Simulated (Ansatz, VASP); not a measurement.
# One calculation of YNbN3, two programs

```xyz
10
Lattice="5.4698 0.0000 0.0000 0.0000 5.4698 0.0000 0.0000 0.0000 4.1978" Properties=species:S:1:pos:R:3 pbc="T T T"
Y     0.0000    2.7349    2.0989
Y     2.7349    0.0000    2.0989
Nb    2.7349    2.7349    0.0000
Nb    0.0000    0.0000    0.0000
N     4.6115    1.8765    0.0000
N     3.5933    4.6115    0.0000
N     2.7349    2.7349    2.0989
N     0.8584    3.5933    0.0000
N     1.8765    0.8584    0.0000
N     0.0000    0.0000    2.0989
```

Alike in both runs: task relaxation of cell and atoms; functional PBE; k mesh 8 × 8 × 10; occupations gaussian, width 0.1 eV; no spin polarisation.

|  | VASP | Ansatz |
| --- | --- | --- |
| version | VASP 6.6.1 | Ansatz 0.2.0 |
| potentials or method | VASP PAW PBE potentials, release 64 (Y_sv, Nb_sv, N), cutoff 600 eV | scalar-relativistic, plane waves, PAW |
| valence electrons in the cell | 78 | 78 |

|  | VASP | Ansatz | Ansatz less VASP |
| --- | --- | --- | --- |
| gap on the k mesh at the Fermi level, each at its own relaxed structure (eV) | none | none | - |
| relaxed volume (Å³/atom) | 12.49 | 12.52 | +0.024 |
| relaxed length of the cell vector where the two differ most in proportion (Å) | 5.442 | 5.447 | +0.0047 |

A gap of «none» marks a metal or a gap that the smearing closes.
